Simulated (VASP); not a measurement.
# Mg2SO (R-3m) in VASP: further runs

Mg2SO is run at these levels: PBE; tasks: single point.

Program: VASP 6.6.1. These are calculated values, not measurements. Logs are shortened: lines on timing, memory, paths and dates and some standing lists are left out, and cuts for length are marked.

## Step 1: The cell of the first run

Symmetry: R-3m, No. 166, trigonal system. Conventional cell: a = 3.369 Å, b = 3.369 Å, c = 16.637 Å, α = 90.00°, β = 90.00°, γ = 120.00°. Within 3.0 Å of Mg (site symmetry 3m) lie 3 O at 2.28 Å and 3 S at 2.50 Å. Within 3.3 Å of S (site symmetry -3m) lie 6 Mg at 2.50 Å. O (site symmetry -3m) has 6 Mg at 2.28 Å within 3.0 Å.

## Step 2: Single point, PBE

Input file INCAR:

```
SYSTEM = Mg2SO
PREC = Accurate
ENCUT = 520
EDIFF = 1E-6
ISMEAR = 0
SIGMA = 0.1
LREAL = .FALSE.
LASPH = .TRUE.
NELM = 100
ALGO = Normal
ISIF = 2
LWAVE = .FALSE.
LCHARG = .TRUE.
GGA = PE
LELF = .TRUE.
LVHAR = .TRUE.
NBANDS = 16
```

Input file KPOINTS:

```
Automatic mesh
0
G
  6 6 6
  0 0 0
```

Input file POSCAR:

```
Mg2SO
1.0
    1.6845353293      0.9725669258      5.5457428969
   -1.6845353293      0.9725669258      5.5457428969
    0.0000000000     -1.9451338517      5.5457428969
Mg S O
2 1 1
Direct
    0.2386231787      0.2386231787      0.2386231787
    0.7613768213      0.7613768213      0.7613768213
    0.0000000000      0.0000000000      0.0000000000
    0.5000000000      0.5000000000      0.5000000000
```

Potentials or basis: VASP PAW PBE potentials, release 64 (Mg, S, O).

Started as:

```bash
cat potpaw_PBE.64/Mg/POTCAR potpaw_PBE.64/S/POTCAR potpaw_PBE.64/O/POTCAR > POTCAR
mpirun -np 1 vasp_std > vasp.out
```

OUTCAR:

```text
SYSTEM = Mg2SO
   PREC = Accurate
   ENCUT = 520
   EDIFF = 1E-6
   ISMEAR = 0
   LREAL = .FALSE.
   LASPH = .TRUE.
   NELM = 100
   ISIF = 2
   GGA = PE

 ion  position               nearest neighbor table
   1  0.239  0.239  0.239-   4 2.28   4 2.28   4 2.28   3 2.50   3 2.50   3 2.50   2 3.08   2 3.08
                             2 3.08
   2  0.761  0.761  0.761-   4 2.28   4 2.28   4 2.28   3 2.50   3 2.50   3 2.50   1 3.08   1 3.08
                             1 3.08
   3  0.000  0.000  0.000-   2 2.50   2 2.50   1 2.50   1 2.50   2 2.50   1 2.50
   4  0.500  0.500  0.500-   1 2.28   1 2.28   2 2.28   2 2.28   1 2.28   2 2.28

  LATTYP: Found a trigonal (rhomboedric) cell.
 ALAT       =     5.8769728585
 COS(alpha) =     0.8356828578

  Lattice vectors:

 A1 = (   1.6845353293,   0.9725669258,   5.5457428969)
 A2 = (  -1.6845353293,   0.9725669258,   5.5457428969)
 A3 = (   0.0000000000,  -1.9451338517,   5.5457428969)

Analysis of symmetry for initial positions (statically):
=====================================================================
 Subroutine PRICEL returns:
 Original cell was already a primitive cell.

 Routine SETGRP: Setting up the symmetry group for a
 trigonal (rhombohedral) supercell.

 Subroutine GETGRP returns: Found 12 space group operations
 (whereof 12 operations were pure point group operations)
 out of a pool of 12 trial point group operations.

The static configuration has the point symmetry D_3d.

Analysis of symmetry for dynamics (positions and initial velocities):
=====================================================================
 Subroutine PRICEL returns:
 Original cell was already a primitive cell.

 Routine SETGRP: Setting up the symmetry group for a
 trigonal (rhombohedral) supercell.

 Subroutine GETGRP returns: Found 12 space group operations
 (whereof 12 operations were pure point group operations)
 out of a pool of 12 trial point group operations.

The dynamic configuration has the point symmetry D_3d.

 Subroutine INISYM returns: Found 12 space group operations
 (whereof 12 operations are pure point group operations),
 and found     1 'primitive' translations

----------------------------------------------------------------------------------------

                                     Primitive cell

  volume of cell :      54.5143

  direct lattice vectors                    reciprocal lattice vectors
[... 93 lines left out ...]
   EDIFFG = 0.1E-04   stopping-criterion for IOM
   NSW    =      0    number of steps for IOM
   IBRION =     -1    ionic relax: 0-MD 1-quasi-New 2-CG
   NFREE  =      0    steps in history (QN), initial steepest desc. (CG)
   ISIF   =      2    stress and relaxation
   ISYM   =      2    0-nonsym 1-usesym 2-fastsym
   POTIM  = 0.5000    time-step for ionic-motion
   TEBEG  =    0.0;   TEEND  =   0.0 temperature during run
   PSTRESS=    0.0 pullay stress
   NELECT =      16.0000    total number of electrons
   NUPDOWN=      -1.0000    fix difference up-down
   EMIN   =  10.00;   EMAX   =-10.00  energy-range for DOS
   EFERMI =   0.00;   METHOD = LEGACY
   ISMEAR =     0;   SIGMA  =   0.10  broadening in eV -4-tet -1-fermi 0-gaus
   EFERMI_NEDOS =   21; number of points for ismear=-14 and -15
   IALGO  =     38    algorithm
   IMIX   =      4    mixing-type and parameters
     AMIX     =   0.40;   BMIX     =  1.00
     AMIX_MAG =   1.60;   BMIX_MAG =  1.00
  volume/ion in A,a.u.               =      13.63        91.97
  Fermi-wavevector in a.u.,A,eV,Ry     =   1.087956  2.055939 16.104509  1.183648
  Thomas-Fermi vector in A             =   2.224127
   LORBIT       =      0    0 simple, 1 ext, 2 COOP (PROOUT), +10 PAW based schemes
   GGA     = PE    functional components
   LHFCALC =     F    Hartree Fock is set to
   AEXX    =    0.0000 exact exchange contribution
   IVDW    =     0    specifies the selected vdW correction
   LEPSILON=     F    determine dielectric tensor
   LRPA    =     F    only Hartree local field effects (RPA)
 non-spin polarized calculation
 Gauss-broadening in eV      SIGMA  =   0.10
  energy-cutoff  :      520.00
  volume of cell :       54.51
 maximum number of plane-waves:      1490
 NGX is ok and might be reduce to    48
   NGX = 21   NGY = 21   NGZ = 21

 number of electron      16.0000001 magnetization

 Free energy of the ion-electron system (eV)
  ---------------------------------------------------
  ext. energy  EPLUGINS =         0.00000000
  ---------------------------------------------------
  free energy    TOTEN  =       -19.49720169 eV

  energy without entropy =      -19.49720169  energy(sigma->0) =      -19.49720169

 E-fermi :   5.2737     XC(G=0): -10.1555

 val. band max:        4.7664595316   @ k =   0.0000   0.0000   0.0000
 cond. band min:       5.7078371525   @ k =   0.0000   0.0000   0.0000
 fundamental gap:      0.9413776209
 Fermi energy:         5.2736655454

 k-point     1 :       0.0000    0.0000    0.0000
  band No.  band energies     occupation
      1     -13.2947      2.00000
      2      -8.3666      2.00000
      3      -1.1915      2.00000
      4       1.9098      2.00000
      5       1.9098      2.00000
      6       3.2000      2.00000
[... 433 lines left out ...]
      3      -0.8674      2.00000
      4      -0.2134      2.00000
      5       0.9752      2.00000
      6       1.9844      2.00000
[... 8 lines left out ...]
     15      15.7367      0.00000
     16      16.7149      0.00000

 [... further k-points ...]

------------------------ aborting loop because EDIFF is reached ----------------------------------------

  FORCE on cell =-STRESS in cart. coord.  units (eV):
  Direction    XX          YY          ZZ          XY          YZ          ZX
  --------------------------------------------------------------------------------------
  -------------------------------------------------------------------------------------
  Total       -0.2036309     -0.2036309     -0.1552001      0.0000000      0.0000000      0.0000000
  in kB       -5.9847189     -5.9847189     -4.5613356      0.0000000      0.0000000      0.0000000
  external PRESSURE =      -5.5102578 kB  Pullay stress =       0.0000000 kB

 VOLUME and BASIS-vectors are now :
 -----------------------------------------------------------------------------
  energy-cutoff  :      520.00
  volume of cell :       54.51
      direct lattice vectors                 reciprocal lattice vectors
     1.684535329  0.972566926  5.545742897     0.296817758  0.171367813  0.060106164
    -1.684535329  0.972566926  5.545742897    -0.296817758  0.171367813  0.060106164
     0.000000000 -1.945133852  5.545742897     0.000000000 -0.342735625  0.060106164

 POSITION                                       TOTAL-FORCE (eV/Angst)
 -----------------------------------------------------------------------------------
      0.00000     -0.00000      3.97003        -0.000000      0.000000     -0.015890
      0.00000     -0.00000     12.66720        -0.000000     -0.000000      0.015890
      0.00000      0.00000      0.00000         0.000000      0.000000     -0.000000
      0.00000     -0.00000      8.31861        -0.000000      0.000000      0.000000
 -----------------------------------------------------------------------------------
    total drift:                                0.000000      0.000000     -0.000000

  FREE ENERGIE OF THE ION-ELECTRON SYSTEM (eV)
  ---------------------------------------------------
  free  energy   TOTEN  =       -19.4972016916 eV

  energy  without entropy=      -19.4972016916  energy(sigma->0) =      -19.49720169
```

stdout:

```text
POSCAR found type information on POSCAR MgS O
 POSCAR found :  3 types and       4 ions
 scaLAPACK will be used
 LDA part: xc-table for (Slater+PW92), standard interpolation
 POSCAR, INCAR and KPOINTS ok, starting setup
 FFT: planning ... GRIDC
 FFT: planning ... GRID_SOFT
 FFT: planning ... GRID
 WAVECAR not read
 entering main loop
```

Run time: 42 s. Hardware: 1 thread of Intel Xeon 6975P-C (Granite Rapids), shared host; peak memory 0.31 GiB.

Results:

```yaml
Free_energy: -19.4972 eV
Pressure: -0.6 GPa
Largest_force: 0.016 eV/Å
Band_gap_on_the_k_mesh: 0.94 eV, direct
```

Forces in eV/Å, atoms in the order of the input:
```
Mg   0.000  0.000 -0.016
Mg   0.000  0.000  0.016
S    0.000  0.000  0.000
O    0.000  0.000  0.000
```

PBE gaps usually lie below the measured ones, often by a third to a half.

## Step 3: Single point, PBE

Input file INCAR:

```
SYSTEM = Mg2SO
ALGO = Normal
EDIFF = 1E-6
ENCUT = 520
GGA = PE
ISIF = 2
ISMEAR = 0
LASPH = .True.
LCHARG = .True.
LELF = .True.
LREAL = .False.
LVHAR = .True.
LWAVE = .False.
NBANDS = 16
NELM = 100
PREC = Accurate
SIGMA = 0.01
```

Input file KPOINTS:

```
k-points
0
Gamma
  9 9 9
  0 0 0
```

Input file POSCAR:

```
Mg2SO
1.0
    1.6831813653      0.9717852144      5.5463799167
   -1.6831813653      0.9717852144      5.5463799167
    0.0000000000     -1.9435704287      5.5463799167
Mg S O
2 1 1
Direct
    0.2385294128      0.2385294128      0.2385294128
    0.7614705872      0.7614705872      0.7614705872
    0.0000000000      0.0000000000      0.0000000000
    0.5000000000      0.5000000000      0.5000000000
```

Potentials or basis: VASP PAW PBE potentials, release 64 (Mg, S, O).

Started as:

```bash
cat potpaw_PBE.64/Mg/POTCAR potpaw_PBE.64/S/POTCAR potpaw_PBE.64/O/POTCAR > POTCAR
mpirun -np 1 vasp_std > vasp.out
```

Wall time 1.8 min (1 thread of Intel Xeon 6975P-C (Granite Rapids), shared host); peak memory 0.35 GiB.

The run converged. Its results:

```yaml
Free_energy: -19.5009 eV
Pressure: -0.4 GPa
Largest_force: 0.005 eV/Å
Band_gap_on_the_k_mesh: 0.92 eV, direct
```

Forces on the atoms (eV/Å):
```
Mg   0.000  0.000  0.005
Mg   0.000  0.000 -0.005
S    0.000  0.000  0.000
O    0.000  0.000  0.000
```

Levels at points of the mesh, in eV from the valence-band top:
| k point | band 5 | band 6 | band 7 | band 8 | band 9 | band 10 | band 11 | band 12 |
| --- | --- | --- | --- | --- | --- | --- | --- | --- |
| (0.00, 0.00, 0.00) | -2.89 | -1.59 | 0.00 | 0.00 | 0.92 | 5.87 | 8.31 | 8.31 |

A k mesh can miss the band edges. Expect the measured gap to be larger: semilocal functionals such as PBE lack the derivative discontinuity.
